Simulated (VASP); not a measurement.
## Hf3H4C2: relaxation of cell and atoms with PBE

Crystal: Hf3H4C2.

```
Hf H C
1.0
     5.80993    0.00000    0.00000
    -2.90496    5.03155    0.00000
     0.00000    0.00000    3.20932
Hf H C
3 4 2
Cartesian
  3.9195 3.1486 1.6047
  1.1234 1.8201 1.6047
  3.6720 0.0628 1.6047
  1.7911 4.8527 0.0000
  -2.1932 4.1564 0.0000
  0.4020 1.0540 0.0000
  0.0000 3.3544 0.0000
  0.0000 0.0000 1.6047
  2.9050 1.6772 0.0000
```

The cell was generated, and may not be a known phase.

```yaml
Program: VASP 6.6.1
Task: relaxation of cell and atoms
Functional: PBE
Potentials_or_basis: VASP PAW PBE potentials, release 64 (Hf_pv, H, C)
Cutoff: 600 eV
k_mesh: 6 × 6 × 12
Occupations: gaussian, width 0.1 eV
Spin: no spin polarisation
Dipole_correction: no
Further_INCAR_settings: ALGO = Normal; EDIFF = 1e-07; IBRION = 2; EDIFFG = -0.01; NSW = 100; ISIF = 3
```

- Relaxed volume: 10.40 Å³/atom
- Relaxed cell: a = 5.806 Å, b = 5.806 Å, c = 3.205 Å, α = 90.00°, β = 90.00°, γ = 120.00°
- Space group after relaxing (to 0.1 Å): P-6 (No. 174)
- Energy gained by relaxing: 0.1 meV/atom
- Ionic steps: 5
- Pressure after relaxing: 0.0 GPa
- Largest force after relaxing: 0.010 eV/Å
- Band gap on the k mesh: zero (bands 21 and 22 overlap by 0.37 eV)

Forces on the atoms (eV/Å):
```
Hf   0.004  0.008  0.000
Hf  -0.008  0.000  0.000
Hf   0.005 -0.007  0.000
H    0.005 -0.009  0.000
H    0.005  0.008  0.000
H   -0.010  0.000  0.000
H    0.000  0.000  0.000
C    0.000  0.000  0.000
C    0.000  0.000  0.000
```

The path:
```tsv
step	energy change (eV)	largest force (eV/Å)	pressure (GPa)	volume (Å³)
1	0.0000	0.0417	-0.38	93.82
2	-0.0004	0.0259	0.20	93.48
3	-0.0004	0.0197	0.04	93.57
4	-0.0005	0.0103	0.00	93.58
5	-0.0005	0.0098	-0.01	93.58
```

Final structure:
```cif
data_structure
_symmetry_space_group_name_H-M 'P 1'
_symmetry_Int_Tables_number 1
_cell_length_a 5.8064
_cell_length_b 5.8064
_cell_length_c 3.2050
_cell_angle_alpha 90.000
_cell_angle_beta 90.000
_cell_angle_gamma 120.000
_cell_volume 93.58
loop_
_atom_site_label
_atom_site_type_symbol
_atom_site_fract_x
_atom_site_fract_y
_atom_site_fract_z
_atom_site_occupancy
Hf1 Hf 0.98714 0.62537 0.50000 1
Hf2 Hf 0.37463 0.36177 0.50000 1
Hf3 Hf 0.63823 0.01286 0.50000 1
H1 H 0.79049 0.96427 0.00000 1
H2 H 0.03573 0.82622 0.00000 1
H3 H 0.17378 0.20951 0.00000 1
H4 H 0.33333 0.66667 0.00000 1
C1 C 0.00000 0.00000 0.50000 1
C2 C 0.66667 0.33333 0.00000 1
```

Levels at points of the mesh, in eV from the Fermi level:
```csv
k point,band 19,band 20,band 21,band 22,band 23,band 24
"(0.00, 0.00, 0.00)",-1.47,-1.47,-0.64,0.93,0.93,1.51
"(0.50, 0.00, 0.00)",-1.90,-1.46,-0.97,0.10,0.81,2.41
"(0.00, 0.00, 0.50)",-1.94,-1.94,-0.93,0.55,0.55,1.91
"(0.50, 0.00, 0.50)",-2.38,-2.21,-1.07,-0.02,1.32,1.77
```

Run time: 4.4 min on 1 thread of Intel(R) Xeon(R) 6975P-C (Granite Rapids) (shared host), peak memory 0.35 GiB.

Caveat: spin-orbit coupling is left out, which moves the levels of the heavy elements.
